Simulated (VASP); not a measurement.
# Na4TaN3 (Pm-3m) in VASP: single point with PBE

Aim: the single point of Na4TaN3 with PBE.

Program: VASP 6.6.1. These are calculated values, not measurements. Logs are shortened: lines on timing, memory, paths and dates and some standing lists are left out, and cuts for length are marked.

## 1. The cell of the first run

Symmetry: Pm-3m, No. 221, cubic system. Conventional cell: a = 4.978 Å, b = 4.978 Å, c = 4.978 Å, α = 90.00°, β = 90.00°, γ = 90.00°. Within 3.3 Å of Na (site symmetry m-3m) lie 6 N at 2.49 Å. Na (site symmetry 4/mmm) has 2 Ta at 2.49 Å and 4 N at 2.49 Å within 3.3 Å. Within 3.3 Å of Ta (site symmetry m-3m) lie 6 Na at 2.49 Å. N (site symmetry 4/mmm) has 6 Na at 2.49 Å within 3.3 Å.

## 2. Single point, PBE

INCAR

```
  ALGO = Normal
  EDIFF = 1E-6
  ENCUT = 520
  GGA = PE
  ISIF = 2
  ISMEAR = 0
  LASPH = T
  LCHARG = F
  LREAL = F
  LWAVE = F
  NBANDS = 37
  NELM = 100
  PREC = Accurate
  SIGMA = 0.1
```

KPOINTS

```
k-points
0
Gamma
  4 4 4
```

POSCAR

```
Na4TaN3
1.0
    4.9783828100      0.0000000000      0.0000000000
    0.0000000000      4.9783828100      0.0000000000
    0.0000000000      0.0000000000      4.9783828100
Na Ta N
4 1 3
Direct
    0.0000000000      0.0000000000      0.0000000000
    0.5000000000      0.5000000000      0.0000000000
    0.5000000000      0.0000000000      0.5000000000
    0.0000000000      0.5000000000      0.5000000000
    0.5000000000      0.5000000000      0.5000000000
    0.0000000000      0.0000000000      0.5000000000
    0.0000000000      0.5000000000      0.0000000000
    0.5000000000      0.0000000000      0.0000000000
```

Potentials or basis: VASP PAW PBE potentials, release 64 (Na_pv, Ta_pv, N).

On the command line:

```sh
$ cat potpaw_PBE.64/Na_pv/POTCAR potpaw_PBE.64/Ta_pv/POTCAR potpaw_PBE.64/N/POTCAR > POTCAR
$ mpirun -np 1 vasp_std > vasp.out
```

OUTCAR:

```text
EDIFF = 1E-6
   ENCUT = 520
   GGA = PE
   ISIF = 2
   ISMEAR = 0
   LASPH = T
   LREAL = F
   NELM = 100
   PREC = Accurate

 ion  position               nearest neighbor table
   1  0.000  0.000  0.000-
   2  0.500  0.500  0.000-   5 2.49   5 2.49
   3  0.500  0.000  0.500-   5 2.49   5 2.49
   4  0.000  0.500  0.500-   5 2.49   5 2.49
   5  0.500  0.500  0.500-   2 2.49   3 2.49   4 2.49   2 2.49   3 2.49   4 2.49
   6  0.000  0.000  0.500-
   7  0.000  0.500  0.000-
   8  0.500  0.000  0.000-

  LATTYP: Found a simple cubic cell.
 ALAT       =     4.9783828100

  Lattice vectors:

 A1 = (   4.9783828100,   0.0000000000,   0.0000000000)
 A2 = (   0.0000000000,   4.9783828100,   0.0000000000)
 A3 = (   0.0000000000,   0.0000000000,   4.9783828100)

Analysis of symmetry for initial positions (statically):
=====================================================================
 Subroutine PRICEL returns:
 Original cell was already a primitive cell.

 Routine SETGRP: Setting up the symmetry group for a
 simple cubic supercell.

 Subroutine GETGRP returns: Found 48 space group operations
 (whereof 48 operations were pure point group operations)
 out of a pool of 48 trial point group operations.

The static configuration has the point symmetry O_h .

Analysis of symmetry for dynamics (positions and initial velocities):
=====================================================================
 Subroutine PRICEL returns:
 Original cell was already a primitive cell.

 Routine SETGRP: Setting up the symmetry group for a
 simple cubic supercell.

 Subroutine GETGRP returns: Found 48 space group operations
 (whereof 48 operations were pure point group operations)
 out of a pool of 48 trial point group operations.

The dynamic configuration has the point symmetry O_h .

 Subroutine INISYM returns: Found 48 space group operations
 (whereof 48 operations are pure point group operations),
 and found     1 'primitive' translations

----------------------------------------------------------------------------------------

                                     Primitive cell

[... 79 lines left out ...]
   ISTART =      0    job   : 0-new  1-cont  2-samecut
   ICHARG =      2    charge: 1-file 2-atom 10-const
   ISPIN  =      1    spin polarized calculation?
   LNONCOLLINEAR =      F non collinear calculations
   LSORBIT =      F    spin-orbit coupling
   LASPH  =      T    aspherical Exc in radial PAW
   ENCUT  =  520.0 eV  38.22 Ry    6.18 a.u.   9.26  9.26  9.26*2*pi/ulx,y,z
   NELM   =    100;   NELMIN=  2; NELMDL= -5     # of ELM steps
   EDIFF  = 0.1E-05   stopping-criterion for ELM
   LREAL  =      F    real-space projection
[... 7 lines left out ...]
   TEBEG  =    0.0;   TEEND  =   0.0 temperature during run
   PSTRESS=    0.0 pullay stress
   NELECT =      54.0000    total number of electrons
   NUPDOWN=      -1.0000    fix difference up-down
   EMIN   =  10.00;   EMAX   =-10.00  energy-range for DOS
   EFERMI =   0.00;   METHOD = LEGACY
   ISMEAR =     0;   SIGMA  =   0.10  broadening in eV -4-tet -1-fermi 0-gaus
   EFERMI_NEDOS =   21; number of points for ismear=-14 and -15
   IALGO  =     38    algorithm
   IMIX   =      4    mixing-type and parameters
     AMIX     =   0.40;   BMIX     =  1.00
     AMIX_MAG =   1.60;   BMIX_MAG =  1.00
  volume/ion in A,a.u.               =      15.42       104.08
  Fermi-wavevector in a.u.,A,eV,Ry     =   1.242943  2.348821 21.019732  1.544907
  Thomas-Fermi vector in A             =   2.377275
   LORBIT       =      0    0 simple, 1 ext, 2 COOP (PROOUT), +10 PAW based schemes
   GGA     = PE    functional components
   LHFCALC =     F    Hartree Fock is set to
   AEXX    =    0.0000 exact exchange contribution
   IVDW    =     0    specifies the selected vdW correction
   LEPSILON=     F    determine dielectric tensor
   LRPA    =     F    only Hartree local field effects (RPA)
 non-spin polarized calculation
 Gauss-broadening in eV      SIGMA  =   0.10
  energy-cutoff  :      520.00
  volume of cell :      123.39
 maximum number of plane-waves:      3362
 NGX is ok and might be reduce to    40
   NGX = 19   NGY = 19   NGZ = 19

 number of electron      53.9999961 magnetization

 Free energy of the ion-electron system (eV)
  ---------------------------------------------------
  ext. energy  EPLUGINS =         0.00000000
  ---------------------------------------------------
  free energy    TOTEN  =       -24.06124933 eV

  energy without entropy =      -23.96635343  energy(sigma->0) =      -24.01380138

 E-fermi :   1.6462     XC(G=0):  -9.6460

 val. band max:        1.6180962296   @ k =   0.5000   0.2500   0.2500
 cond. band min:       1.6470015768   @ k =   0.2500   0.0000   0.0000
 fundamental gap:      0.0289053473
 Fermi energy:         1.6461922461

 k-point     1 :       0.0000    0.0000    0.0000
  band No.  band energies     occupation
      1     -33.9131      2.00000
      2     -33.9131      2.00000
      3     -33.9131      2.00000
      4     -21.7396      2.00000
      5     -21.7396      2.00000
      6     -21.7396      2.00000
[... 389 lines left out ...]
     36       7.2520      0.00000
     37      10.2358      0.00000

------------------------ aborting loop because EDIFF is reached ----------------------------------------

  FORCE on cell =-STRESS in cart. coord.  units (eV):
  Direction    XX          YY          ZZ          XY          YZ          ZX
  --------------------------------------------------------------------------------------
  -------------------------------------------------------------------------------------
  Total        4.2699692      4.2699692      4.2699692      0.0000000      0.0000000     -0.0000000
  in kB       55.4460306     55.4460306     55.4460306      0.0000000      0.0000000     -0.0000000
  external PRESSURE =      55.4460306 kB  Pullay stress =       0.0000000 kB

 VOLUME and BASIS-vectors are now :
 -----------------------------------------------------------------------------
  energy-cutoff  :      520.00
  volume of cell :      123.39
      direct lattice vectors                 reciprocal lattice vectors
     4.978382810  0.000000000  0.000000000     0.200868442  0.000000000  0.000000000
     0.000000000  4.978382810  0.000000000     0.000000000  0.200868442  0.000000000
     0.000000000  0.000000000  4.978382810     0.000000000  0.000000000  0.200868442

 POSITION                                       TOTAL-FORCE (eV/Angst)
 -----------------------------------------------------------------------------------
      0.00000      0.00000      0.00000         0.000000      0.000000      0.000000
      2.48919      2.48919      0.00000         0.000000      0.000000      0.000000
      2.48919      0.00000      2.48919         0.000000      0.000000      0.000000
      0.00000      2.48919      2.48919         0.000000      0.000000      0.000000
      2.48919      2.48919      2.48919         0.000000      0.000000      0.000000
      0.00000      0.00000      2.48919         0.000000      0.000000      0.000000
      0.00000      2.48919      0.00000         0.000000      0.000000      0.000000
      2.48919      0.00000      0.00000         0.000000      0.000000      0.000000
 -----------------------------------------------------------------------------------
    total drift:                               -0.000000      0.000000     -0.000000

  FREE ENERGIE OF THE ION-ELECTRON SYSTEM (eV)
  ---------------------------------------------------
  free  energy   TOTEN  =       -24.0612493347 eV

  energy  without entropy=      -23.9663534276  energy(sigma->0) =      -24.01380138
```

OSZICAR:

```text
N       E                     dE             d eps       ncg     rms          rms(c)
DAV:   1     0.599312023856E+03    0.59931E+03   -0.27957E+04   740   0.172E+03
DAV:   2     0.394089993325E+02   -0.55990E+03   -0.54179E+03   761   0.478E+02
DAV:   3    -0.331444073470E+02   -0.72553E+02   -0.67734E+02   920   0.160E+02
[... 14 lines left out ...]
DAV:  18    -0.240612495385E+02   -0.53437E-06   -0.28730E-05   678   0.178E-02    0.937E-03
DAV:  19    -0.240612517999E+02   -0.22615E-05   -0.51761E-06   570   0.519E-03    0.225E-02
DAV:  20    -0.240612504416E+02    0.13583E-05   -0.14429E-06   464   0.500E-03    0.152E-02
DAV:  21    -0.240612494231E+02    0.10185E-05   -0.21519E-06   420   0.399E-03    0.468E-03
DAV:  22    -0.240612493347E+02    0.88483E-07   -0.57206E-07   430   0.255E-03
   1 F= -.24061249E+02 E0= -.24013801E+02  d E =-.948959E-01
```

stdout:

```text
POSCAR found type information on POSCAR NaTaN
 POSCAR found :  3 types and       8 ions
 scaLAPACK will be used
 LDA part: xc-table for (Slater+PW92), standard interpolation
 POSCAR, INCAR and KPOINTS ok, starting setup
 FFT: planning ... GRIDC
 FFT: planning ... GRID_SOFT
 FFT: planning ... GRID
 WAVECAR not read
 entering main loop
```

Wall time 53 s (1 thread of Intel Xeon Platinum 8375C at 2.90GHz (Ice Lake), shared host); peak memory 0.26 GiB.

What came out:

* Free energy: -24.0612 eV
* Pressure: 5.5 GPa
* Band gap on the k mesh: zero (band 27 reaches 1.69 eV, above the bottom of band 28 at 1.41 eV)

Caveat: spin-orbit coupling is left out, which moves the levels of the heavy elements.
